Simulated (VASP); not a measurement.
# SnSe2 (P-3m1) in VASP: further runs

SnSe2 is run at these levels: PBEsol; tasks: single point.

Everything below comes from runs of VASP 6.6.1. Logs are shortened: lines on timing, memory, paths and dates and some standing lists are left out, and cuts for length are marked.

## Step 1: The cell of the first run

Symmetry: P-3m1, No. 164, trigonal system. The conventional cell has a = 3.665 Å, b = 3.665 Å, c = 6.422 Å, α = 90.00°, β = 90.00°, γ = 120.00°. Within 3.5 Å of Sn (site symmetry -3m) lie 6 Se at 2.67 Å. Within 3.5 Å of Se (site symmetry 3m) lie 3 Sn at 2.67 Å.

## Step 2: Single point, PBEsol (biaxial strain in the a-b plane: -4.0 %, then relaxed in part)

INCAR

```
  PREC = Accurate
  ENCUT = 520
  EDIFF = 1E-6
  ISMEAR = 0
  SIGMA = 0.02
  LREAL = False
  LASPH = True
  NELM = 100
  ALGO = Normal
  ISIF = 2
  LWAVE = False
  LCHARG = False
  GGA = PS
  NBANDS = 20
```

KPOINTS

```
regular mesh
0
Gamma
  12 12 6
```

POSCAR

```
SnSe2
1.0
    3.6647507894      0.0000000000      0.0000000000
   -1.8323753947      3.1737672822      0.0000000000
    0.0000000000      0.0000000000      6.4215349152
Sn Se
1 2
Direct
    0.0000000000      0.0000000000      0.0000000000
    0.6666666667      0.3333333333      0.7451433745
    0.3333333333      0.6666666667      0.2548566255
```

Potentials or basis: VASP PAW PBE potentials, release 64 (Sn_d, Se).

Run with:

```bash
$ cat potpaw_PBE.64/Sn_d/POTCAR potpaw_PBE.64/Se/POTCAR > POTCAR
$ mpirun -np 1 vasp_std > vasp.out
```

OUTCAR:

```text
PREC = Accurate
   ENCUT = 520
   EDIFF = 1E-6
   ISMEAR = 0
   LREAL = False
   LASPH = True
   NELM = 100
   ISIF = 2
   GGA = PS

 ion  position               nearest neighbor table
   1  0.000  0.000  0.000-   2 2.67   3 2.67   2 2.67   3 2.67   2 2.67   3 2.67
   2  0.667  0.333  0.745-   1 2.67   1 2.67   1 2.67
   3  0.333  0.667  0.255-   1 2.67   1 2.67   1 2.67

  LATTYP: Found a hexagonal cell.
 ALAT       =     3.6647507894
 C/A-ratio  =     1.7522432723

  Lattice vectors:

 A1 = (   3.6647507894,   0.0000000000,   0.0000000000)
 A2 = (  -1.8323753947,   3.1737672822,   0.0000000000)
 A3 = (   0.0000000000,   0.0000000000,   6.4215349152)

Analysis of symmetry for initial positions (statically):
=====================================================================
 Subroutine PRICEL returns:
 Original cell was already a primitive cell.

 Routine SETGRP: Setting up the symmetry group for a
 hexagonal supercell.

 Subroutine GETGRP returns: Found 12 space group operations
 (whereof 12 operations were pure point group operations)
 out of a pool of 24 trial point group operations.

The static configuration has the point symmetry D_3d.

Analysis of symmetry for dynamics (positions and initial velocities):
=====================================================================
 Subroutine PRICEL returns:
 Original cell was already a primitive cell.

 Routine SETGRP: Setting up the symmetry group for a
 hexagonal supercell.

 Subroutine GETGRP returns: Found 12 space group operations
 (whereof 12 operations were pure point group operations)
 out of a pool of 24 trial point group operations.

The dynamic configuration has the point symmetry D_3d.

 Subroutine INISYM returns: Found 12 space group operations
 (whereof 12 operations are pure point group operations),
 and found     1 'primitive' translations

----------------------------------------------------------------------------------------

                                     Primitive cell

  volume of cell :      74.6893

  direct lattice vectors                    reciprocal lattice vectors
     3.664750789  0.000000000  0.000000000     0.272869850  0.157541482  0.000000000
    -1.832375395  3.173767282  0.000000000     0.000000000  0.315082963  0.000000000
     0.000000000  0.000000000  6.421534915     0.000000000  0.000000000  0.155726008

  length of vectors
     3.664750789  3.664750789  6.421534915     0.315082963  0.315082963  0.155726008

  position of ions in fractional coordinates (direct lattice)
     0.000000000  0.000000000  0.000000000
     0.666666667  0.333333333  0.745143375
     0.333333333  0.666666667  0.254856625

  ion indices of the primitive-cell ions
   primitive index   ion index
                 1           1
                 2           2
                 3           3

----------------------------------------------------------------------------------------

 KPOINTS: regular mesh

Automatic generation of k-mesh.
 Grid dimensions read from file:
 generate k-points for:   12   12    6

 Generating k-lattice:

  Cartesian coordinates                     Fractional coordinates (reciprocal lattice)
     0.022739154  0.013128457  0.000000000     0.083333333  0.000000000  0.000000000
     0.000000000  0.026256914  0.000000000     0.000000000  0.083333333  0.000000000
     0.000000000  0.000000000  0.025954335     0.000000000  0.000000000  0.166666667

  Length of vectors
     0.026256914  0.026256914  0.025954335

  Shift w.r.t. Gamma in fractional coordinates (k-lattice)
     0.000000000  0.000000000  0.000000000

 Subroutine IBZKPT returns following result:
 ===========================================

 Found    100 irreducible k-points:

 Following reciprocal coordinates:
            Coordinates               Weight
  0.000000  0.000000  0.000000      1.000000
  0.083333  0.000000  0.000000      6.000000
  0.166667  0.000000  0.000000      6.000000
  0.250000  0.000000  0.000000      6.000000
  0.333333  0.000000  0.000000      6.000000
  0.416667  0.000000  0.000000      6.000000
[... 16 lines left out ...]
  0.166667  0.000000  0.166667      6.000000
  0.000000  0.166667  0.166667      6.000000
 [... further k-points ...]
   k-points           NKPTS =    100   k-points in BZ     NKDIM =    100   number of bands    NBANDS=     20
   number of dos      NEDOS =    301   number of ions     NIONS =      3
   total plane-waves  NPLWV =  37632
   dimension x,y,z NGX =    28 NGY =   28 NGZ =   48
   dimension x,y,z NGXF=    56 NGYF=   56 NGZF=   96
   ions per type =               1   2
   NGX,Y,Z   is equivalent  to a cutoff of  12.70, 12.70, 12.43 a.u.
   NGXF,Y,Z  is equivalent  to a cutoff of  25.40, 25.40, 24.85 a.u.
 SYSTEM =  unknown system
   PREC   = accura    normal or accurate (medium, high low for compatibility)
   ISTART =      0    job   : 0-new  1-cont  2-samecut
   ICHARG =      2    charge: 1-file 2-atom 10-const
   ISPIN  =      1    spin polarized calculation?
   LNONCOLLINEAR =      F non collinear calculations
   LSORBIT =      F    spin-orbit coupling
   LASPH  =      T    aspherical Exc in radial PAW
   ENCUT  =  520.0 eV  38.22 Ry    6.18 a.u.   6.81  6.81 11.94*2*pi/ulx,y,z
   NELM   =    100;   NELMIN=  2; NELMDL= -5     # of ELM steps
   EDIFF  = 0.1E-05   stopping-criterion for ELM
   LREAL  =      F    real-space projection
   EDIFFG = 0.1E-04   stopping-criterion for IOM
   NSW    =      0    number of steps for IOM
   IBRION =     -1    ionic relax: 0-MD 1-quasi-New 2-CG
   NFREE  =      0    steps in history (QN), initial steepest desc. (CG)
   ISIF   =      2    stress and relaxation
   ISYM   =      2    0-nonsym 1-usesym 2-fastsym
   POTIM  = 0.5000    time-step for ionic-motion
   TEBEG  =    0.0;   TEEND  =   0.0 temperature during run
   PSTRESS=    0.0 pullay stress
   NELECT =      26.0000    total number of electrons
   NUPDOWN=      -1.0000    fix difference up-down
   EMIN   =  10.00;   EMAX   =-10.00  energy-range for DOS
   EFERMI =   0.00;   METHOD = LEGACY
   ISMEAR =     0;   SIGMA  =   0.02  broadening in eV -4-tet -1-fermi 0-gaus
   EFERMI_NEDOS =   21; number of points for ismear=-14 and -15
   IALGO  =     38    algorithm
   IMIX   =      4    mixing-type and parameters
     AMIX     =   0.40;   BMIX     =  1.00
     AMIX_MAG =   1.60;   BMIX_MAG =  1.00
  volume/ion in A,a.u.               =      24.90       168.01
  Fermi-wavevector in a.u.,A,eV,Ry     =   1.151630  2.176266 18.044765  1.326253
  Thomas-Fermi vector in A             =   2.288287
   LORBIT       =      0    0 simple, 1 ext, 2 COOP (PROOUT), +10 PAW based schemes
   GGA     = PS    functional components
   LHFCALC =     F    Hartree Fock is set to
   AEXX    =    0.0000 exact exchange contribution
   IVDW    =     0    specifies the selected vdW correction
   LEPSILON=     F    determine dielectric tensor
   LRPA    =     F    only Hartree local field effects (RPA)
 non-spin polarized calculation
 Gauss-broadening in eV      SIGMA  =   0.02
  energy-cutoff  :      520.00
  volume of cell :       74.69
 maximum number of plane-waves:      2048
   NGX = 13   NGY = 13   NGZ = 23

 number of electron      26.0000017 magnetization

 Free energy of the ion-electron system (eV)
  ---------------------------------------------------
  ext. energy  EPLUGINS =         0.00000000
  ---------------------------------------------------
  free energy    TOTEN  =       -12.87852893 eV

  energy without entropy =      -12.87852893  energy(sigma->0) =      -12.87852893

 E-fermi :   4.8130     XC(G=0):  -9.8072

 val. band max:        4.6421123995   @ k =   0.0833   0.0000   0.1667
 cond. band min:       4.9120137356   @ k =   0.5000   0.0000   0.5000
 fundamental gap:      0.2699013362
 Fermi energy:         4.8130252797

 k-point     1 :       0.0000    0.0000    0.0000
  band No.  band energies     occupation
      1     -16.7638      2.00000
      2     -16.7638      2.00000
      3     -16.7050      2.00000
      4     -16.6880      2.00000
      5     -16.6880      2.00000
      6      -9.7930      2.00000
[... 12 lines left out ...]
     19      13.6795      0.00000
     20      13.6795      0.00000

 k-point     2 :       0.0833    0.0000    0.0000
  band No.  band energies     occupation
      1     -16.7671      2.00000
      2     -16.7593      2.00000
      3     -16.7022      2.00000
      4     -16.6915      2.00000
      5     -16.6882      2.00000
      6      -9.7146      2.00000
[... 12 lines left out ...]
     19      12.8138      0.00000
     20      13.7875      0.00000

 k-point     3 :       0.1667    0.0000    0.0000
  band No.  band energies     occupation
      1     -16.7775      2.00000
      2     -16.7477      2.00000
      3     -16.7016      2.00000
      4     -16.6926      2.00000
      5     -16.6882      2.00000
      6      -9.4838      2.00000
[... 12 lines left out ...]
     19      12.7447      0.00000
     20      13.6104      0.00000

 k-point     4 :       0.2500    0.0000    0.0000
  band No.  band energies     occupation
      1     -16.7940      2.00000
      2     -16.7343      2.00000
      3     -16.7124      2.00000
      4     -16.6857      2.00000
      5     -16.6802      2.00000
      6      -9.1173      2.00000
[... 12 lines left out ...]
     19      13.1046      0.00000
     20      13.6362      0.00000

 k-point     5 :       0.3333    0.0000    0.0000
  band No.  band energies     occupation
      1     -16.8120      2.00000
      2     -16.7253      2.00000
      3     -16.7219      2.00000
      4     -16.6787      2.00000
      5     -16.6673      2.00000
      6      -8.6542      2.00000
[... 12 lines left out ...]
     19      13.3832      0.00000
     20      14.2739      0.00000

 k-point     6 :       0.4167    0.0000    0.0000
  band No.  band energies     occupation
      1     -16.8258      2.00000
      2     -16.7283      2.00000
      3     -16.7220      2.00000
      4     -16.6701      2.00000
      5     -16.6578      2.00000
      6      -8.1832      2.00000
[... 12 lines left out ...]
     19      13.6497      0.00000
     20      14.6853      0.00000

 k-point     7 :       0.5000    0.0000    0.0000
  band No.  band energies     occupation
      1     -16.8309      2.00000
      2     -16.7306      2.00000
      3     -16.7214      2.00000
      4     -16.6664      2.00000
      5     -16.6543      2.00000
      6      -7.9313      2.00000
[... 12 lines left out ...]
     19      14.0707      0.00000
     20      14.3264      0.00000
[... 277 lines left out ...]
 k-point    20 :       0.0000    0.0000    0.1667
  band No.  band energies     occupation
      1     -16.7638      2.00000
      2     -16.7638      2.00000
      3     -16.7050      2.00000
      4     -16.6880      2.00000
      5     -16.6880      2.00000
      6      -9.7585      2.00000
[... 12 lines left out ...]
     19      13.5369      0.00000
     20      13.5403      0.00000

 k-point    21 :       0.0833    0.0000    0.1667
  band No.  band energies     occupation
      1     -16.7671      2.00000
      2     -16.7593      2.00000
      3     -16.7021      2.00000
      4     -16.6915      2.00000
      5     -16.6882      2.00000
      6      -9.6802      2.00000
[... 12 lines left out ...]
     19      12.5677      0.00000
     20      13.8103      0.00000

 k-point    22 :       0.0000    0.0833    0.1667
  band No.  band energies     occupation
      1     -16.7671      2.00000
      2     -16.7593      2.00000
      3     -16.7022      2.00000
      4     -16.6915      2.00000
      5     -16.6882      2.00000
      6      -9.6802      2.00000
[... 12 lines left out ...]
     19      12.7066      0.00000
     20      13.5550      0.00000

 k-point    23 :       0.1667    0.0000    0.1667
  band No.  band energies     occupation
      1     -16.7775      2.00000
      2     -16.7477      2.00000
      3     -16.7016      2.00000
      4     -16.6926      2.00000
      5     -16.6882      2.00000
      6      -9.4501      2.00000
[... 12 lines left out ...]
     19      12.9706      0.00000
     20      13.2510      0.00000

 k-point    24 :       0.0000    0.1667    0.1667
  band No.  band energies     occupation
      1     -16.7775      2.00000
      2     -16.7477      2.00000
      3     -16.7016      2.00000
      4     -16.6925      2.00000
      5     -16.6882      2.00000
      6      -9.4497      2.00000
[... 12 lines left out ...]
     19      12.5336      0.00000
     20      13.5549      0.00000

 [... further k-points ...]
[... 5 lines left out ...]
  --------------------------------------------------------------------------------------
  -------------------------------------------------------------------------------------
  Total        2.6800461      2.6800461      0.0754258     -0.0000000      0.0000000      0.0000000
  in kB       57.4902858     57.4902858      1.6179767     -0.0000000      0.0000000      0.0000000
  external PRESSURE =      38.8661827 kB  Pullay stress =       0.0000000 kB

 VOLUME and BASIS-vectors are now :
 -----------------------------------------------------------------------------
  energy-cutoff  :      520.00
  volume of cell :       74.69
      direct lattice vectors                 reciprocal lattice vectors
     3.664750789  0.000000000  0.000000000     0.272869850  0.157541482  0.000000000
    -1.832375395  3.173767282  0.000000000     0.000000000  0.315082963  0.000000000
     0.000000000  0.000000000  6.421534915     0.000000000  0.000000000  0.155726008

 POSITION                                       TOTAL-FORCE (eV/Angst)
 -----------------------------------------------------------------------------------
      0.00000      0.00000      0.00000         0.000000      0.000000      0.000000
      1.83238      1.05792      4.78496        -0.000000      0.000000     -0.024237
     -0.00000      2.11584      1.63657         0.000000      0.000000      0.024237
 -----------------------------------------------------------------------------------
    total drift:                                0.000000      0.000000      0.000000

  FREE ENERGIE OF THE ION-ELECTRON SYSTEM (eV)
  ---------------------------------------------------
  free  energy   TOTEN  =       -12.8785289336 eV

  energy  without entropy=      -12.8785289336  energy(sigma->0) =      -12.87852893
```

Wall time 90 s (1 thread of Intel Xeon Platinum 8259CL at 2.50GHz (Skylake/Cascade Lake), shared host); peak memory 0.28 GiB.

What came out:

| Quantity | Value |
| --- | --- |
| Free energy | -12.8785 eV |
| Pressure | 3.9 GPa |
| Largest force | 0.024 eV/Å |
| Band gap on the k mesh | 0.27 eV, indirect (least direct gap 1.01 eV) |

Forces in eV/Å, atoms in the order of the input:
```
Sn   0.000  0.000  0.000
Se   0.000  0.000 -0.024
Se   0.000  0.000  0.024
```

Caveat: the cell differs from its parent crystal (biaxial strain in the a-b plane: -4.0 %, then relaxed in part); the PAW data sets were made with another functional, which shifts forces and pressure a little; spin-orbit coupling is left out, which moves the levels of the heavy elements; this functional lacks dispersion, which binds the layers, so the pressure and a relaxed spacing across them are unreliable. A k mesh can miss the band edges.

## Step 3: Single point, PBEsol (strain along c alone, the other axes held: +4.0 %, then relaxed in part)

INCAR is that of step 2.

KPOINTS

```
Automatic mesh
0
Gamma
  12 12 6
```

POSCAR

```
SnSe2
1.0
    3.8174487349      0.0000000000      0.0000000000
   -1.9087243674      3.3060075820      0.0000000000
    0.0000000000      0.0000000000      6.4008628793
Sn Se
1 2
Direct
    0.0000000000      0.0000000000      0.0000000000
    0.6666666667      0.3333333333      0.7519098106
    0.3333333333      0.6666666667      0.2480901894
```

Potentials or basis: VASP PAW PBE potentials, release 64 (Sn_d, Se).

Run with:

```bash
$ cat potpaw_PBE.64/Sn_d/POTCAR potpaw_PBE.64/Se/POTCAR > POTCAR
$ mpirun -np 1 vasp_std > vasp.out
```

Wall time 1.7 min (1 thread of AMD EPYC 7R43 (Zen 3), shared host); peak memory 0.25 GiB.

It converged, with:

| Quantity | Value |
| --- | --- |
| Free energy | -12.9789 eV |
| Pressure | -0.3 GPa |
| Largest force | 0.020 eV/Å |
| Band gap on the k mesh | 0.59 eV, indirect (least direct gap 1.10 eV) |

Forces in eV/Å, atoms in the order of the input:
```
Sn   0.000  0.000  0.000
Se   0.000  0.000 -0.020
Se   0.000  0.000  0.020
```

Stress tensor (GPa, compression positive):
```
-0.21  0.00  0.00
 0.00 -0.21  0.00
 0.00  0.00 -0.35
```

Levels at points of the mesh, in eV from the valence-band top:
```csv
k point,band 9,band 10,band 11,band 12,band 13,band 14,band 15,band 16,band 17,band 18
"(0.00, 0.00, 0.00)",-0.52,-0.52,-0.29,-0.22,-0.22,0.97,3.01,4.61,4.61,7.73
"(0.50, 0.00, 0.00)",-4.39,-2.84,-2.40,-1.20,-0.28,1.04,3.68,5.31,5.33,6.59
"(0.00, 0.00, 0.50)",-2.06,-0.60,-0.60,-0.10,-0.10,2.34,2.92,4.41,4.41,7.92
"(0.50, 0.00, 0.50)",-4.74,-2.27,-2.08,-0.81,-0.58,0.62,4.05,4.62,5.62,6.01
```

Caveat: the cell differs from its parent crystal (strain along c alone, the other axes held: +4.0 %, then relaxed in part); the PAW data sets were made with another functional, which shifts forces and pressure a little; spin-orbit coupling is left out, which moves the levels of the heavy elements; this functional lacks dispersion, which binds the layers, so the pressure and a relaxed spacing across them are unreliable. A k mesh can miss the band edges.
